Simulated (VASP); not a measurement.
# BN (P6_3/mmc) in VASP: a series of runs

The runs below take BN through single point, relaxation of cell and atoms, with PBE+D3(BJ).

Program: VASP 6.6.1. These are calculated values, not measurements. Logs are shortened: lines on timing, memory, paths and dates and some standing lists are left out, and cuts for length are marked.

### Step 1. The cell of the first run

The structure is hexagonal, space group P6_3/mmc (No. 194). The conventional cell has a = 2.506 Å, b = 2.506 Å, c = 6.614 Å, α = 90.00°, β = 90.00°, γ = 120.00°. B (site symmetry -6m2) has 3 N at 1.45 Å within 1.9 Å. N (site symmetry -6m2) has 3 B at 1.45 Å within 1.9 Å.

### Step 2. Single point, PBE+D3(BJ)

Input file INCAR:

```
PREC = Accurate ; ENCUT = 520
EDIFF = 1E-7 ; ISMEAR = 0
SIGMA = 0.05 ; LREAL = F
LASPH = T ; NELM = 60
ALGO = Normal ; ISIF = 2
LWAVE = F ; LCHARG = F
GGA = PE ; IVDW = 12
NBANDS = 16
```

Input file KPOINTS:

```
Automatic mesh
0
Gamma
  12 12 4
```

Input file POSCAR:

```
BN
1.0
    2.5064253990      0.0000000000      0.0000000000
   -1.2532126995      2.1706280682      0.0000000000
    0.0000000000      0.0000000000      6.6141211588
B N
2 2
Direct
    0.3333333333      0.6666666667      0.2500000000
    0.6666666667      0.3333333333      0.7500000000
    0.3333333333      0.6666666667      0.7500000000
    0.6666666667      0.3333333333      0.2500000000
```

Potentials or basis: VASP PAW PBE potentials, release 64 (B, N).

Command:

```sh
$ cat potpaw_PBE.64/B/POTCAR potpaw_PBE.64/N/POTCAR > POTCAR
$ mpirun -np 1 vasp_std > vasp.out
```

OUTCAR:

```text
PREC = Accurate
   ENCUT = 520
   EDIFF = 1E-7
   ISMEAR = 0
   LREAL = F
   LASPH = T
   NELM = 60
   ISIF = 2
   GGA = PE
   IVDW = 12
 IVDW          = 12

 ion  position               nearest neighbor table
   1  0.333  0.667  0.250-   4 1.45   4 1.45   4 1.45
   2  0.667  0.333  0.750-   3 1.45   3 1.45   3 1.45
   3  0.333  0.667  0.750-   2 1.45   2 1.45   2 1.45
   4  0.667  0.333  0.250-   1 1.45   1 1.45   1 1.45

  LATTYP: Found a hexagonal cell.
 ALAT       =     2.5064253990
 C/A-ratio  =     2.6388661563

  Lattice vectors:

 A1 = (   2.5064253990,   0.0000000000,   0.0000000000)
 A2 = (  -1.2532126995,   2.1706280682,   0.0000000000)
 A3 = (   0.0000000000,   0.0000000000,   6.6141211588)

Analysis of symmetry for initial positions (statically):
=====================================================================
 Subroutine PRICEL returns:
 Original cell was already a primitive cell.

 Routine SETGRP: Setting up the symmetry group for a
 hexagonal supercell.

 Subroutine GETGRP returns: Found 24 space group operations
 (whereof 12 operations were pure point group operations)
 out of a pool of 24 trial point group operations.

The static configuration has the point symmetry D_3d.
 The point group associated with its full space group is D_6h.

Analysis of symmetry for dynamics (positions and initial velocities):
=====================================================================
 Subroutine PRICEL returns:
 Original cell was already a primitive cell.

 Routine SETGRP: Setting up the symmetry group for a
 hexagonal supercell.

 Subroutine GETGRP returns: Found 24 space group operations
 (whereof 12 operations were pure point group operations)
 out of a pool of 24 trial point group operations.

The dynamic configuration has the point symmetry D_3d.
 The point group associated with its full space group is D_6h.

 Subroutine INISYM returns: Found 24 space group operations
 (whereof 12 operations are pure point group operations),
 and found     1 'primitive' translations

----------------------------------------------------------------------------------------

                                     Primitive cell

  volume of cell :      35.9842

[... 91 lines left out ...]
   NELM   =     60;   NELMIN=  2; NELMDL= -5     # of ELM steps
   EDIFF  = 0.1E-06   stopping-criterion for ELM
   LREAL  =      F    real-space projection
   EDIFFG = 0.1E-05   stopping-criterion for IOM
   NSW    =      0    number of steps for IOM
   IBRION =     -1    ionic relax: 0-MD 1-quasi-New 2-CG
   NFREE  =      0    steps in history (QN), initial steepest desc. (CG)
   ISIF   =      2    stress and relaxation
   ISYM   =      2    0-nonsym 1-usesym 2-fastsym
   POTIM  = 0.5000    time-step for ionic-motion
   TEBEG  =    0.0;   TEEND  =   0.0 temperature during run
   PSTRESS=    0.0 pullay stress
   NELECT =      16.0000    total number of electrons
   NUPDOWN=      -1.0000    fix difference up-down
   EMIN   =  10.00;   EMAX   =-10.00  energy-range for DOS
   EFERMI =   0.00;   METHOD = LEGACY
   ISMEAR =     0;   SIGMA  =   0.05  broadening in eV -4-tet -1-fermi 0-gaus
   EFERMI_NEDOS =   21; number of points for ismear=-14 and -15
   IALGO  =     38    algorithm
   IMIX   =      4    mixing-type and parameters
     AMIX     =   0.40;   BMIX     =  1.00
     AMIX_MAG =   1.60;   BMIX_MAG =  1.00
  volume/ion in A,a.u.               =       9.00        60.71
  Fermi-wavevector in a.u.,A,eV,Ry     =   1.249522  2.361255 21.242861  1.561306
  Thomas-Fermi vector in A             =   2.383559
   LORBIT       =      0    0 simple, 1 ext, 2 COOP (PROOUT), +10 PAW based schemes
   GGA     = PE    functional components
   LHFCALC =     F    Hartree Fock is set to
   AEXX    =    0.0000 exact exchange contribution
   IVDW    =    12    specifies the selected vdW correction
   LEPSILON=     F    determine dielectric tensor
   LRPA    =     F    only Hartree local field effects (RPA)
 non-spin polarized calculation
 Gauss-broadening in eV      SIGMA  =   0.05
  energy-cutoff  :      520.00
  volume of cell :       35.98
 maximum number of plane-waves:       992
 NGX is ok and might be reduce to    20
   NGX =  9   NGY =  9   NGZ = 25

 number of electron      15.9999997 magnetization

 Free energy of the ion-electron system (eV)
  ---------------------------------------------------
  ext. energy  EPLUGINS =         0.00000000
  ---------------------------------------------------
  free energy    TOTEN  =       -35.15148316 eV

  energy without entropy =      -35.15148316  energy(sigma->0) =      -35.15148316

 E-fermi :   2.5480     XC(G=0): -10.0901

 val. band max:        2.2921322837   @ k =   0.3333   0.3333   0.5000
 cond. band min:       6.5585500317   @ k =   0.5000   0.0000   0.0000
 fundamental gap:      4.2664177480
 Fermi energy:         2.5479821567

 k-point     1 :       0.0000    0.0000    0.0000
  band No.  band energies     occupation
      1     -15.4929      2.00000
      2     -15.1892      2.00000
      3      -3.9239      2.00000
      4      -1.7552      2.00000
      5       0.9586      2.00000
      6       0.9586      2.00000
[... 433 lines left out ...]
      3      -4.5884      2.00000
      4      -4.5281      2.00000
      5      -1.2833      2.00000
      6      -1.2380      2.00000
[... 8 lines left out ...]
     15      19.0837      0.00000
     16      20.8192      0.00000

 [... further k-points ...]

------------------------ aborting loop because EDIFF is reached ----------------------------------------

 Edisp (eV)   -0.56621

 E8    (eV) :    -0.1659

  FORCE on cell =-STRESS in cart. coord.  units (eV):
  Direction    XX          YY          ZZ          XY          YZ          ZX
  --------------------------------------------------------------------------------------
  -------------------------------------------------------------------------------------
  Total       0.03976     0.03976    -0.03137     0.00000    -0.00000    -0.00000
  in kB       1.77042     1.77042    -1.39658     0.00000    -0.00000    -0.00000
  external pressure =        0.71 kB  Pullay stress =        0.00 kB

 VOLUME and BASIS-vectors are now :
 -----------------------------------------------------------------------------
  energy-cutoff  :      520.00
  volume of cell :       35.98
      direct lattice vectors                 reciprocal lattice vectors
     2.506425399  0.000000000  0.000000000     0.398974572  0.230348076  0.000000000
    -1.253212699  2.170628068  0.000000000     0.000000000  0.460696153  0.000000000
     0.000000000  0.000000000  6.614121159     0.000000000  0.000000000  0.151191666

 POSITION                                       TOTAL-FORCE (eV/Angst)
 -----------------------------------------------------------------------------------
     -0.00000      1.44709      1.65353        -0.000000      0.000000      0.000000
      1.25321      0.72354      4.96059         0.000000      0.000000      0.000000
     -0.00000      1.44709      4.96059         0.000000     -0.000000      0.000000
      1.25321      0.72354      1.65353        -0.000000      0.000000      0.000000
 -----------------------------------------------------------------------------------
    total drift:                                0.000000     -0.000000      0.000000

  FREE ENERGIE OF THE ION-ELECTRON SYSTEM (eV)
  ---------------------------------------------------
  free  energy   TOTEN  =       -35.7176952277 eV

  energy  without entropy=      -35.7176952277  energy(sigma->0) =      -35.71769523
```

Run time: 27 s. Hardware: 1 thread of Intel Xeon Platinum 8259CL at 2.50GHz (Skylake/Cascade Lake), shared host; peak memory 0.17 GiB.

Results:

```yaml
Free_energy: -35.7177 eV
Pressure: 0.1 GPa
Band_gap_on_the_k_mesh: 4.27 eV, indirect (least direct gap 4.63 eV)
Dispersion_energy_per_atom: -0.142 eV
```

A k mesh can miss the band edges.

### Step 3. Relaxation of cell and atoms, PBE+D3(BJ)

This run uses another cell than the first one, of 8.97 Å³/atom, 0.997 times its volume.

Input file INCAR:

```
SYSTEM = BN
  PREC = Accurate
  ENCUT = 600
  EDIFF = 1E-6
  ISMEAR = 0
  SIGMA = 0.05
  LREAL = .FALSE.
  LASPH = .TRUE.
  NELM = 80
  ALGO = Normal
  ISIF = 3
  LWAVE = .FALSE.
  LCHARG = .FALSE.
  GGA = PE
  IVDW = 12
  IBRION = 2
  NSW = 80
  EDIFFG = -0.01
```

Input file KPOINTS:

```
regular mesh
0
G
  12 12 4
  0 0 0
```

Input file POSCAR:

```
BN
1.0
    2.4982400000      0.0000000000      0.0000000000
   -1.2491200000      2.1635393048      0.0000000000
    0.0000000000      0.0000000000      6.6357000000
B N
2 2
Direct
    0.3333333333      0.6666666667      0.2500000000
    0.6666666667      0.3333333333      0.7500000000
    0.3333333333      0.6666666667      0.7500000000
    0.6666666667      0.3333333333      0.2500000000
```

Potentials or basis: VASP PAW PBE potentials, release 64 (B, N).

Command:

```sh
$ cat potpaw_PBE.64/B/POTCAR potpaw_PBE.64/N/POTCAR > POTCAR
$ mpirun -np 1 vasp_std > vasp.out
```

Wall time 81 s (1 thread of Intel Xeon Platinum 8259CL at 2.50GHz (Skylake/Cascade Lake), shared host); peak memory 0.18 GiB.

The run converged. Its results:

```yaml
Free_energy: -35.7241 eV
Relaxed_volume: 8.95 Å³/atom
Relaxed_cell: a = 2.506 Å, b = 2.506 Å, c = 6.584 Å, α = 90.00°, β = 90.00°, γ = 120.00°
Space_group_after_relaxing_to_0.05_Å: P6_3/mmc (No. 194)
Energy_gained_by_relaxing: 0.7 meV/atom
Ionic_steps: 7
Pressure_after_relaxing: 0.0 GPa
Band_gap_on_the_k_mesh: 4.26 eV, indirect (least direct gap 4.63 eV)
Dispersion_energy_per_atom: -0.142 eV
```

Stress tensor (GPa, compression positive):
```
 0.05  0.00  0.00
 0.00  0.05  0.00
 0.00  0.00 -0.11
```

The path:
| step | energy change (eV) | largest force (eV/Å) | pressure (GPa) | volume (Å³) |
| --- | --- | --- | --- | --- |
| 1 | 0.0000 | 0.0000 | 2.26 | 35.87 |
| 2 | 0.0069 | 0.0000 | -4.50 | 36.53 |
| 3 | -0.0026 | 0.0000 | -0.12 | 36.09 |
| 4 | -0.0026 | 0.0000 | -0.09 | 36.09 |
| 5 | -0.0027 | 0.0000 | -0.07 | 36.06 |
| 6 | -0.0028 | 0.0000 | -0.05 | 35.98 |
| 7 | -0.0030 | 0.0000 | -0.01 | 35.82 |

Final structure:
```
B N
1.0
     2.50626    0.00000    0.00000
    -1.25313    2.17049    0.00000
     0.00000    0.00000    6.58425
B N
2 2
Direct
  0.33333 0.66667 0.25000
  0.66667 0.33333 0.75000
  0.33333 0.66667 0.75000
  0.66667 0.33333 0.25000
```

Levels at points of the mesh, in eV from the valence-band top:
```tsv
k point	band 6	band 7	band 8	band 9	band 10	band 11
(0.00, 0.00, 0.00)	-1.34	-1.30	-1.30	5.31	10.40	11.52
(0.50, 0.00, 0.00)	-4.07	-1.47	-0.41	4.26	5.67	9.51
(0.00, 0.00, 0.50)	-1.32	-1.32	-1.32	7.72	7.72	11.58
(0.50, 0.00, 0.50)	-4.11	-0.92	-0.92	4.73	4.73	9.89
```
